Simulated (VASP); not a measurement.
Input of a VASP 6.6.1 run:

File POSCAR:

```
Ag2O
1.0
    4.7081736522      0.0000000000      0.0000000000
    0.0000000000      4.7081736522      0.0000000000
    0.0000000000      0.0000000000      4.7081736522
Ag O
4 2
Direct
    0.2500000000      0.2500000000      0.2500000000
    0.2500000000      0.7500000000      0.7500000000
    0.7500000000      0.7500000000      0.2500000000
    0.7500000000      0.2500000000      0.7500000000
    0.0000000000      0.0000000000      0.0000000000
    0.5000000000      0.5000000000      0.5000000000
```

File INCAR.step1:

```
SYSTEM = Ag2O
PREC = Accurate
ENCUT = 660
ISMEAR = 0
SIGMA = 0.01
LREAL = .False.
LASPH = .True.
NELM = 120
NBANDS = 37
GGA = PE
ALGO = Normal
EDIFF = 1E-5
LWAVE = .True.
LCHARG = .False.
GGA_COMPAT = .False.
```

Contents of INCAR.step2:

```
SYSTEM = Ag2O
PREC = Accurate
ENCUT = 660
EDIFF = 1E-6
ISMEAR = 0
SIGMA = 0.01
LREAL = .False.
LASPH = .True.
NELM = 120
ALGO = Normal
ISIF = 2
LWAVE = .False.
LCHARG = .True.
METAGGA = R2SCAN
LMIXTAU = .True.
LELF = .True.
LVHAR = .True.
NBANDS = 37
ISTART = 1
GGA_COMPAT = .False.
```

The input KPOINTS:

```
Automatic mesh
0
Gamma
  8 8 8
  0 0 0
```

Potentials or basis: VASP PAW PBE potentials, release 64 (Ag, O).

Launch:

```sh
$ cat potpaw_PBE.64/Ag/POTCAR potpaw_PBE.64/O/POTCAR > POTCAR
$ cp INCAR.step1 INCAR
$ mpirun -np 1 vasp_std > vasp.out
$ cp INCAR.step2 INCAR
$ mpirun -np 1 vasp_std > vasp.out
```

Estimate the pressure.

2.6 GPa.

What does it give for the band gap on the k mesh?

0.28 eV.

Caveat: semilocal functionals underestimate gaps, and a narrow one can read as zero; the PAW data sets were made with another functional, which shifts forces and pressure a little. A k mesh can miss the band edges.
